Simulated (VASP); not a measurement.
# ZnO (P6_3mc) in VASP: further runs, part 2 of 2

VASP 6.6.1. The steps go on from the part before.

### Step 5. Single point, PBE

Contents of INCAR:

```
SYSTEM = ZnO
ALGO = Normal ; EDIFF = 1E-6
ENCUT = 520 ; GGA = PE
ISIF = 2 ; ISMEAR = -5
LASPH = .True. ; LCHARG = .False.
LREAL = .False. ; LWAVE = .False.
NBANDS = 26 ; NELM = 80
PREC = Accurate ; SIGMA = 0.1
```

Contents of KPOINTS:

```
k-points
0
Gamma
  7 7 4
  0 0 0
```

Contents of POSCAR:

```
ZnO
1.0
    3.2493987200      0.0000000000      0.0000000000
   -1.6246993600      2.8140618400      0.0000000000
    0.0000000000      0.0000000000      5.2038000000
Zn O
2 2
Direct
    0.3333333300      0.6666666700      0.0000000000
    0.6666666700      0.3333333300      0.5000000000
    0.3333333300      0.6666666700      0.3830000000
    0.6666666700      0.3333333300      0.8830000000
```

Potentials or basis: VASP PAW PBE potentials, release 64 (Zn, O).

The run is started by

```bash
cat potpaw_PBE.64/Zn/POTCAR potpaw_PBE.64/O/POTCAR > POTCAR
mpirun -np 1 vasp_std > vasp.out
```

OUTCAR:

```text
SYSTEM = ZnO
   EDIFF = 1E-6
   ENCUT = 520
   GGA = PE
   ISIF = 2
   ISMEAR = -5
   LASPH = .True.
   LREAL = .False.
   NELM = 80
   PREC = Accurate

 ion  position               nearest neighbor table
   1  0.333  0.667  0.000-   4 1.97   4 1.97   4 1.97   3 1.99
   2  0.667  0.333  0.500-   3 1.97   3 1.97   3 1.97   4 1.99
   3  0.333  0.667  0.383-   2 1.97   2 1.97   2 1.97   1 1.99
   4  0.667  0.333  0.883-   1 1.97   1 1.97   1 1.97   2 1.99

  LATTYP: Found a hexagonal cell.
 ALAT       =     3.2493987200
 C/A-ratio  =     1.6014655167

  Lattice vectors:

 A1 = (   3.2493987200,   0.0000000000,   0.0000000000)
 A2 = (  -1.6246993600,   2.8140618400,   0.0000000000)
 A3 = (   0.0000000000,   0.0000000000,   5.2038000000)

Analysis of symmetry for initial positions (statically):
=====================================================================
 Subroutine PRICEL returns:
 Original cell was already a primitive cell.

 Routine SETGRP: Setting up the symmetry group for a
 hexagonal supercell.

 Subroutine GETGRP returns: Found 12 space group operations
 (whereof  6 operations were pure point group operations)
 out of a pool of 24 trial point group operations.
[... 169 lines left out ...]

 E-fermi :   1.2713     XC(G=0): -10.9125

 val. band max:        1.2106180682   @ k =   0.0000   0.0000   0.0000
 cond. band min:       1.9996332810   @ k =   0.0000   0.0000   0.0000
 fundamental gap:      0.7890152128
 Fermi energy:         1.2713222614

 k-point     1 :       0.0000    0.0000    0.0000
  band No.  band energies     occupation
      1     -16.8858      2.00000
      2     -16.1570      2.00000
      3      -4.5034      2.00000
      4      -4.5034      2.00000
      5      -4.4025      2.00000
      6      -4.3972      2.00000
[... 685 lines left out ...]
     25      16.1828      0.00000
     26      16.1828      0.00000

------------------------ aborting loop because EDIFF is reached ----------------------------------------

  FORCE on cell =-STRESS in cart. coord.  units (eV):
  Direction    XX          YY          ZZ          XY          YZ          ZX
  --------------------------------------------------------------------------------------
  -------------------------------------------------------------------------------------
  Total        1.8129999      1.8129999      1.7555393      0.0000000      0.0000000      0.0000000
  in kB       61.0451450     61.0451450     59.1104011      0.0000000      0.0000000      0.0000000
  external PRESSURE =      60.4002303 kB  Pullay stress =       0.0000000 kB

 VOLUME and BASIS-vectors are now :
 -----------------------------------------------------------------------------
  energy-cutoff  :      520.00
  volume of cell :       47.58
      direct lattice vectors                 reciprocal lattice vectors
     3.249398720  0.000000000  0.000000000     0.307749244  0.177679109  0.000000000
    -1.624699360  2.814061840  0.000000000     0.000000000  0.355358218  0.000000000
     0.000000000  0.000000000  5.203800000     0.000000000  0.000000000  0.192167262

 POSITION                                       TOTAL-FORCE (eV/Angst)
 -----------------------------------------------------------------------------------
     -0.00000      1.87604      0.00000         0.000000      0.000000      0.062575
      1.62470      0.93802      2.60190        -0.000000      0.000000      0.062575
     -0.00000      1.87604      1.99306         0.000000      0.000000     -0.062575
      1.62470      0.93802      4.59496         0.000000      0.000000     -0.062575
 -----------------------------------------------------------------------------------
    total drift:                               -0.000016      0.000009     -0.000067

  FREE ENERGIE OF THE ION-ELECTRON SYSTEM (eV)
  ---------------------------------------------------
  free  energy   TOTEN  =       -17.8208532289 eV

  energy  without entropy=      -17.8208532289  energy(sigma->0) =      -17.82085323
```

OSZICAR:

```text
N       E                     dE             d eps       ncg     rms          rms(c)
DAV:   1     0.299164668265E+03    0.29916E+03   -0.18204E+04  1256   0.203E+03
DAV:   2     0.111092994893E+02   -0.28806E+03   -0.27139E+03  1312   0.415E+02
DAV:   3    -0.204459603388E+02   -0.31555E+02   -0.31169E+02  1372   0.140E+02
DAV:   4    -0.210602597363E+02   -0.61430E+00   -0.61303E+00  1358   0.200E+01
DAV:   5    -0.210633543477E+02   -0.30946E-02   -0.30944E-02  1364   0.145E+00    0.147E+01
DAV:   6    -0.176461473091E+02    0.34172E+01   -0.65776E+00  1954   0.615E+01    0.903E+00
DAV:   7    -0.178587778301E+02   -0.21263E+00   -0.29649E+00  1286   0.170E+01    0.540E+00
DAV:   8    -0.178695644351E+02   -0.10787E-01   -0.50085E-01  1838   0.764E+00    0.164E+00
DAV:   9    -0.178179846730E+02    0.51580E-01   -0.10587E-01  1852   0.647E+00    0.292E-01
DAV:  10    -0.178207454719E+02   -0.27608E-02   -0.37340E-02  1262   0.133E+00    0.133E-01
DAV:  11    -0.178208132163E+02   -0.67744E-04   -0.54673E-04  1370   0.262E-01    0.340E-02
DAV:  12    -0.178208493929E+02   -0.36177E-04   -0.10183E-04  1424   0.270E-01    0.184E-02
DAV:  13    -0.178208588761E+02   -0.94832E-05   -0.24726E-05  1394   0.102E-01    0.203E-02
DAV:  14    -0.178208533021E+02    0.55740E-05   -0.13940E-05  1524   0.400E-02    0.236E-03
DAV:  15    -0.178208532289E+02    0.73172E-07   -0.32403E-06  1176   0.166E-02
   1 F= -.17820853E+02 E0= -.17820853E+02  d E =0.000000E+00
```

stdout:

```text
POSCAR found type information on POSCAR ZnO
 POSCAR found :  2 types and       4 ions
 scaLAPACK will be used
 LDA part: xc-table for (Slater+PW92), standard interpolation
 POSCAR, INCAR and KPOINTS ok, starting setup
 FFT: planning ... GRIDC
 FFT: planning ... GRID_SOFT
 FFT: planning ... GRID
 WAVECAR not read
 entering main loop
```

Run time: 65 s. Hardware: 1 thread of AMD EPYC 7R13, shared host; peak memory 0.14 GiB.

Results:

```
Free energy            : -17.8209 eV
Pressure               : 6.0 GPa
Largest force          : 0.063 eV/Å
Band gap on the k mesh : 0.79 eV, direct
```

Forces in eV/Å, atoms in the order of the input:
```
Zn   0.000  0.000  0.063
Zn   0.000  0.000  0.063
O    0.000  0.000 -0.063
O    0.000  0.000 -0.063
```

Stress tensor (GPa, compression positive):
```
6.10 0.00 0.00
0.00 6.10 0.00
0.00 0.00 5.91
```

### Step 6. Overview

| smearing | gap on the mesh (eV) | pressure (GPa) | largest force (eV/Å) |
| --- | --- | --- | --- |
| fermi-dirac 0.05 eV | 0.79 | 6.0 | 0.06 |
| fermi-dirac 0.003 eV | 0.79 | 6.0 | 0.06 |
| tetrahedron | 0.79 | 6.0 | 0.06 |

Alike in all rows: task single point; level PBE; potentials or basis VASP PAW PBE potentials, release 64 (Zn, O); no spin polarisation; cell as given; k mesh 7 × 7 × 4; cutoff (eV) 520.

On the cell as given the gap runs from 0.79 eV (PBE) to 0.79 eV (PBE).

Total energies depend on the potentials used, so only differences within one code and one set of settings carry meaning.
